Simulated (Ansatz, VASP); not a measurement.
## Two plane-wave programs on NaCl

```
CELL_PARAMETERS angstrom
0.00000 2.84797 2.84797
2.84797 0.00000 2.84797
2.84797 2.84797 0.00000
ATOMIC_POSITIONS crystal
Na 0.00000 0.00000 0.00000
Cl 0.50000 0.50000 0.50000
```

Alike in both runs: functional PBE; k mesh 8 × 8 × 8; occupations gaussian, width 0.02 eV; no spin polarisation.

Ansatz relaxed the structure, and its values are those at the end. VASP's run is a single point on that final structure, the one shown.

```csv
,VASP,Ansatz
version,VASP 6.6.1,Ansatz 0.2.0
potentials or method,"VASP PAW PBE potentials, release 64 (Na_pv, Cl), cutoff 500 eV","scalar-relativistic, plane waves, PAW"
valence electrons in the cell,14,16
```

VASP gave:

| Property | Result |
| --- | --- |
| gap on the k mesh at the Fermi level (eV) | 4.99 |
| least direct gap on the mesh (eV) | 4.99 |
| pressure (GPa) | -0.1 |

Q: Estimate Ansatz's values.

A: gap on the k mesh at the Fermi level (eV): 5.00; least direct gap on the mesh (eV): 5.00; pressure (GPa): 0.0.

VASP's potentials hold 14 valence electrons a cell and Ansatz's 16, so a difference there can come from the potentials and not from the codes.
